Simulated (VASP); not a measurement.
# Si (P6_3/mmc) in VASP: relaxation of the atoms with r2SCAN

Aim: the relaxation of the atoms of Si with r2SCAN.

Program: VASP 6.6.1. These are calculated values, not measurements. Logs are shortened: lines on timing, memory, paths and dates and some standing lists are left out, and cuts for length are marked.

## 1. The cell of the first run

It takes space group P6_3/mmc (No. 194, hexagonal). Conventional cell: a = 3.851 Å, b = 3.851 Å, c = 6.323 Å, α = 90.00°, β = 90.00°, γ = 120.00°. Si (site symmetry 3m) has 4 Si at 2.36 Å within 3.1 Å.

This isn't the form of Si at room conditions, which is diamond.

## 2. Relaxation of the atoms, r2SCAN (strained cell)

POSCAR reads:

```
Si
1.0
    3.8512048931      0.0000000000      0.0000000000
   -1.9256024465      3.3352412726      0.0000000000
    0.0000000000      0.0000000000      6.3225255947
Si
4
Direct
    0.3333333333      0.6666666667      0.0000652499
    0.6666666667      0.3333333333      0.5000652499
    0.3333333333      0.6666666667      0.3739347501
    0.6666666667      0.3333333333      0.8739347501
```

INCAR.step1 reads:

```
  PREC = Accurate
  ENCUT = 520
  ISMEAR = 0
  SIGMA = 0.02
  LREAL = False
  LASPH = True
  NELM = 60
  GGA = PE
  ALGO = Normal
  EDIFF = 1E-4
  LWAVE = True
  LCHARG = False
```

INCAR.step2 reads:

```
  PREC = Accurate
  ENCUT = 520
  EDIFF = 1E-7
  ISMEAR = 0
  SIGMA = 0.02
  LREAL = False
  LASPH = True
  NELM = 60
  ALGO = Normal
  ISIF = 2
  LWAVE = False
  LCHARG = False
  METAGGA = R2SCAN
  LMIXTAU = True
  IBRION = 2
  NSW = 60
  EDIFFG = -0.002
  ISTART = 1
```

KPOINTS reads:

```
Automatic mesh
0
Gamma
  9 9 4
```

Potentials or basis: VASP PAW PBE potentials, release 64 (Si).

Started as:

```sh
> cat potpaw_PBE.64/Si/POTCAR > POTCAR
> cp INCAR.step1 INCAR
> mpirun -np 1 vasp_std > vasp.out
> cp INCAR.step2 INCAR
> mpirun -np 1 vasp_std > vasp.out
```

OUTCAR:

```text
PREC = Accurate
   ENCUT = 520
   EDIFF = 1E-7
   ISMEAR = 0
   LREAL = False
   LASPH = True
   NELM = 60
   ISIF = 2
   METAGGA = R2SCAN
   IBRION = 2
   NSW = 60
   EDIFFG = -0.002
   ISTART = 1

 ion  position               nearest neighbor table
   1  0.333  0.667  0.000-   4 2.36   4 2.36   4 2.36   3 2.36
   2  0.667  0.333  0.500-   3 2.36   3 2.36   3 2.36   4 2.36
   3  0.333  0.667  0.374-   2 2.36   2 2.36   2 2.36   1 2.36
   4  0.667  0.333  0.874-   1 2.36   1 2.36   1 2.36   2 2.36

  LATTYP: Found a hexagonal cell.
 ALAT       =     3.8512048931
 C/A-ratio  =     1.6417006548

  Lattice vectors:

 A1 = (   3.8512048931,   0.0000000000,   0.0000000000)
 A2 = (  -1.9256024465,   3.3352412726,   0.0000000000)
 A3 = (   0.0000000000,   0.0000000000,   6.3225255947)

Analysis of symmetry for initial positions (statically):
=====================================================================
 Subroutine PRICEL returns:
 Original cell was already a primitive cell.

 Routine SETGRP: Setting up the symmetry group for a
 hexagonal supercell.

 Subroutine GETGRP returns: Found 24 space group operations
 (whereof  6 operations were pure point group operations)
 out of a pool of 24 trial point group operations.

The static configuration has the point symmetry C_3v.
 The point group associated with its full space group is D_6h.

Analysis of symmetry for dynamics (positions and initial velocities):
=====================================================================
 Subroutine PRICEL returns:
 Original cell was already a primitive cell.

 Routine SETGRP: Setting up the symmetry group for a
 hexagonal supercell.

 Subroutine GETGRP returns: Found 24 space group operations
 (whereof  6 operations were pure point group operations)
 out of a pool of 24 trial point group operations.

The dynamic configuration has the point symmetry C_3v.
 The point group associated with its full space group is D_6h.

 Subroutine INISYM returns: Found 24 space group operations
 (whereof  6 operations are pure point group operations),
 and found     1 'primitive' translations

----------------------------------------------------------------------------------------

                                     Primitive cell

  volume of cell :      81.2109

  direct lattice vectors                    reciprocal lattice vectors
     3.851204893  0.000000000  0.000000000     0.259658997  0.149914192  0.000000000
    -1.925602446  3.335241273  0.000000000     0.000000000  0.299828384  0.000000000
     0.000000000  0.000000000  6.322525595     0.000000000  0.000000000  0.158164642

  length of vectors
     3.851204893  3.851204893  6.322525595     0.299828384  0.299828384  0.158164642

  position of ions in fractional coordinates (direct lattice)
     0.333333333  0.666666667  0.000065250
     0.666666667  0.333333333  0.500065250
     0.333333333  0.666666667  0.373934750
     0.666666667  0.333333333  0.873934750

  ion indices of the primitive-cell ions
   primitive index   ion index
                 1           1
                 2           2
                 3           3
                 4           4

----------------------------------------------------------------------------------------

 KPOINTS: Automatic mesh

Automatic generation of k-mesh.
 Grid dimensions read from file:
 generate k-points for:    9    9    4

 Generating k-lattice:

  Cartesian coordinates                     Fractional coordinates (reciprocal lattice)
     0.028851000  0.016657132  0.000000000     0.111111111  0.000000000  0.000000000
     0.000000000  0.033314265  0.000000000     0.000000000  0.111111111  0.000000000
     0.000000000  0.000000000  0.039541161     0.000000000  0.000000000  0.250000000

  Length of vectors
     0.033314265  0.033314265  0.039541161

  Shift w.r.t. Gamma in fractional coordinates (k-lattice)
     0.000000000  0.000000000  0.000000000

 Subroutine IBZKPT returns following result:
 ===========================================

 Found     36 irreducible k-points:

 Following reciprocal coordinates:
            Coordinates               Weight
  0.000000  0.000000  0.000000      1.000000
  0.111111  0.000000  0.000000      6.000000
  0.222222  0.000000  0.000000      6.000000
  0.333333  0.000000  0.000000      6.000000
  0.444444  0.000000  0.000000      6.000000
  0.111111  0.111111  0.000000      6.000000
[... 16 lines left out ...]
  0.333333  0.222222  0.250000     24.000000
  0.333333  0.333333  0.250000      4.000000
 [... further k-points ...]
   k-points           NKPTS =     36   k-points in BZ     NKDIM =     36   number of bands    NBANDS=     12
   number of dos      NEDOS =    301   number of ions     NIONS =      4
   total plane-waves  NPLWV =  43200
   dimension x,y,z NGX =    30 NGY =   30 NGZ =   48
   dimension x,y,z NGXF=    60 NGYF=   60 NGZF=   96
   ions per type =               4
   NGX,Y,Z   is equivalent  to a cutoff of  12.95, 12.95, 12.62 a.u.
   NGXF,Y,Z  is equivalent  to a cutoff of  25.90, 25.90, 25.24 a.u.
 SYSTEM =  unknown system
   PREC   = accura    normal or accurate (medium, high low for compatibility)
   ISTART =      1    job   : 0-new  1-cont  2-samecut
   ICHARG =      0    charge: 1-file 2-atom 10-const
   ISPIN  =      1    spin polarized calculation?
   LNONCOLLINEAR =      F non collinear calculations
   LSORBIT =      F    spin-orbit coupling
   LASPH  =      T    aspherical Exc in radial PAW
   ENCUT  =  520.0 eV  38.22 Ry    6.18 a.u.   7.16  7.16 11.76*2*pi/ulx,y,z
   NELM   =     60;   NELMIN=  2; NELMDL=  0     # of ELM steps
   EDIFF  = 0.1E-06   stopping-criterion for ELM
   LREAL  =      F    real-space projection
   EDIFFG = -.2E-02   stopping-criterion for IOM
   NSW    =     60    number of steps for IOM
   IBRION =      2    ionic relax: 0-MD 1-quasi-New 2-CG
   NFREE  =      1    steps in history (QN), initial steepest desc. (CG)
   ISIF   =      2    stress and relaxation
   ISYM   =      2    0-nonsym 1-usesym 2-fastsym
   POTIM  = 0.5000    time-step for ionic-motion
   TEBEG  =    0.0;   TEEND  =   0.0 temperature during run
   PSTRESS=    0.0 pullay stress
   NELECT =      16.0000    total number of electrons
   NUPDOWN=      -1.0000    fix difference up-down
   EMIN   =  10.00;   EMAX   =-10.00  energy-range for DOS
   EFERMI =   0.00;   METHOD = LEGACY
   ISMEAR =     0;   SIGMA  =   0.02  broadening in eV -4-tet -1-fermi 0-gaus
   EFERMI_NEDOS =   21; number of points for ismear=-14 and -15
   IALGO  =     38    algorithm
   IMIX   =      4    mixing-type and parameters
     AMIX     =   0.40;   BMIX     =  1.00
     AMIX_MAG =   1.60;   BMIX_MAG =  1.00
  volume/ion in A,a.u.               =      20.30       137.01
  Fermi-wavevector in a.u.,A,eV,Ry     =   0.952599  1.800151 12.346530  0.907444
  Thomas-Fermi vector in A             =   2.081176
   LORBIT       =      0    0 simple, 1 ext, 2 COOP (PROOUT), +10 PAW based schemes
   METAGGA = R2SCAN    functional components
   LHFCALC =     F    Hartree Fock is set to
   AEXX    =    0.0000 exact exchange contribution
   IVDW    =     0    specifies the selected vdW correction
   LEPSILON=     F    determine dielectric tensor
   LRPA    =     F    only Hartree local field effects (RPA)
 conjugate gradient relaxation of ions
 non-spin polarized calculation
 Gauss-broadening in eV      SIGMA  =   0.02
  energy-cutoff  :      520.00
  volume of cell :       81.21
 maximum number of plane-waves:      2208
 NGX is ok and might be reduce to    30
   NGX = 15   NGY = 15   NGZ = 23

--------------------------------------- Ionic step        1  -------------------------------------------

 number of electron      16.0000000 magnetization

 Free energy of the ion-electron system (eV)
  ---------------------------------------------------
  ext. energy  EPLUGINS =         0.00000000
  ---------------------------------------------------
  free energy    TOTEN  =       -35.04378379 eV

  energy without entropy =      -35.04378379  energy(sigma->0) =      -35.04378379

------------------------ aborting loop because EDIFF is reached ----------------------------------------

  FORCE on cell =-STRESS in cart. coord.  units (eV):
  Direction    XX          YY          ZZ          XY          YZ          ZX
  --------------------------------------------------------------------------------------
  -------------------------------------------------------------------------------------
  Total       -0.7463477     -0.7463477      0.1666114     -0.0000000     -0.0000000      0.0000000
  in kB      -14.7243893    -14.7243893      3.2870084     -0.0000000     -0.0000000      0.0000000
  external PRESSURE =      -8.7205901 kB  Pullay stress =       0.0000000 kB
[... 61 lines left out ...]
  energy  without entropy=      -35.0442807335  energy(sigma->0) =      -35.04428073

--------------------------------------- Ionic step        3  -------------------------------------------

 number of electron      16.0000000 magnetization

 Free energy of the ion-electron system (eV)
  ---------------------------------------------------
  ext. energy  EPLUGINS =         0.00000000
  ---------------------------------------------------
  free energy    TOTEN  =       -35.04433458 eV

  energy without entropy =      -35.04433458  energy(sigma->0) =      -35.04433458

 E-fermi :   5.9849     XC(G=0):  -9.7948

 val. band max:        5.8458025481   @ k =   0.0000   0.0000   0.0000
 cond. band min:       6.4956338315   @ k =   0.4444   0.0000   0.0000
 fundamental gap:      0.6498312834
 Fermi energy:         5.9848634658

 k-point     1 :       0.0000    0.0000    0.0000
  band No.  band energies     occupation
      1      -6.8451      2.00000
      2      -4.4280      2.00000
      3      -1.6068      2.00000
      4       4.2208      2.00000
      5       4.2208      2.00000
      6       5.5378      2.00000
      7       5.8458      2.00000
      8       5.8458      2.00000
      9       7.1191      0.00000
     10       8.0021      0.00000
     11       8.0021      0.00000
     12       8.5277      0.00000
[... 331 lines left out ...]
 k-point    24 :       0.3333    0.3333    0.2500
  band No.  band energies     occupation
      1      -3.4424      2.00000
      2      -3.4424      2.00000
      3      -1.4185      2.00000
      4      -1.4185      2.00000
      5       0.6844      2.00000
      6       1.9817      2.00000
      7       2.9225      2.00000
      8       2.9225      2.00000
      9       7.7855      0.00000
     10       9.1434      0.00000
     11       9.1434      0.00000
     12      11.5670      0.00000

 [... further k-points ...]
[... 5 lines left out ...]
  --------------------------------------------------------------------------------------
  -------------------------------------------------------------------------------------
  Total       -0.6801180     -0.6801180      0.0357051     -0.0000000      0.0000000      0.0000000
  in kB      -13.4177708    -13.4177708      0.7044106     -0.0000000      0.0000000      0.0000000
  external PRESSURE =      -8.7103770 kB  Pullay stress =       0.0000000 kB
[... 19 lines left out ...]
  FREE ENERGIE OF THE ION-ELECTRON SYSTEM (eV)
  ---------------------------------------------------
  free  energy   TOTEN  =       -35.0443345850 eV

  energy  without entropy=      -35.0443345850  energy(sigma->0) =      -35.04433458

 reached required accuracy - stopping structural energy minimisation
```

It took 4.1 min on 1 thread of Intel Xeon 8259CL, shared host; peak memory 0.21 GiB.

Results:

| Item | Value |
| --- | --- |
| Free energy | -35.0443 eV |
| Energy gained by relaxing | 0.1 meV/atom |
| Ionic steps | 3 |
| Pressure after relaxing | -0.9 GPa |
| Band gap on the k mesh | 0.65 eV (least direct gap 1.27 eV) |

The path:
| step | energy change (eV) | largest force (eV/Å) | pressure (GPa) |
| --- | --- | --- | --- |
| 1 | 0.0000 | 0.0867 | -0.87 |
| 2 | -0.0005 | 0.0270 | -0.87 |
| 3 | -0.0006 | 0.0003 | -0.87 |

Final structure:
```xyz
4
Lattice="3.8512 0.0000 0.0000 -1.9256 3.3352 0.0000 0.0000 0.0000 6.3225" Properties=species:S:1:pos:R:3 pbc="T T T"
Si    0.0000    2.2235    6.3198
Si    1.9256    1.1117    3.1585
Si    0.0000    2.2235    2.3674
Si    1.9256    1.1117    5.5287
```

Caveat: the cell differs from its parent crystal (strained cell); semilocal functionals underestimate gaps, and a narrow one can read as zero; the PAW data sets were made with another functional, which shifts forces and pressure a little.
